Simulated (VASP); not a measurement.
Crystal: Fe.

```
Fe
1.0
     4.05246    0.00000    0.00000
    -2.02623    3.50953    0.00000
     0.00000    0.00000    2.48416
Fe
3
Cartesian
  0.0000 0.0000 0.0000
  0.0000 2.3397 1.2421
  2.0262 1.1698 1.2421
```

This isn't the form of Fe at room conditions, which is bcc.

- Program: VASP 6.6.1
- Task: relaxation of cell and atoms
- Functional: PBEsol
- Potentials or basis: VASP PAW PBE potentials, release 64 (Fe)
- Cutoff: 600 eV
- k mesh: 9 × 9 × 13
- Occupations: fermi-dirac, width 0.1 eV
- Spin: no spin polarisation

At the start: pressure -34.1 GPa; volume 11.78 Å³/atom.

Task: How do energy, volume and symmetry change on relaxing?

Result: Over 9 steps the energy falls by 227.6 meV/atom and the volume is 10.00 Å³/atom (-15.0 %); space group P6/mmm (No. 191, to 0.1 Å) before and after.

Step by step:
| step | energy change (eV) | largest force (eV/Å) | pressure (GPa) | volume (Å³) |
| --- | --- | --- | --- | --- |
| 1 | 0.0000 | 0.0000 | -34.07 | 35.33 |
| 2 | 1.0804 | 0.0000 | 114.66 | 24.00 |
| 3 | -0.6774 | 0.0000 | -2.72 | 30.28 |
| 4 | -0.6801 | 0.0000 | -0.63 | 30.06 |
| 5 | -0.6803 | 0.0000 | 0.36 | 29.96 |
| 6 | -0.6827 | 0.0000 | 0.21 | 30.00 |
| 7 | -0.6828 | 0.0000 | 0.24 | 29.99 |
| 8 | -0.6828 | 0.0000 | -0.33 | 30.05 |
| 9 | -0.6828 | 0.0000 | 0.02 | 30.01 |

Final structure:
```
Fe
1.0
     3.80659    0.00000    0.00000
    -1.90329    3.29660    0.00000
     0.00000    0.00000    2.39174
Fe
3
Cartesian
  0.0000 0.0000 0.0000
  0.0000 2.1977 1.1959
  1.9033 1.0989 1.1959
```

Caveat: the volume moved by over 15 % at a fixed basis, so the end points are rough; the PAW data sets were made with another functional, which shifts forces and pressure a little; the run has no spin polarisation, though such a crystal can be magnetic.
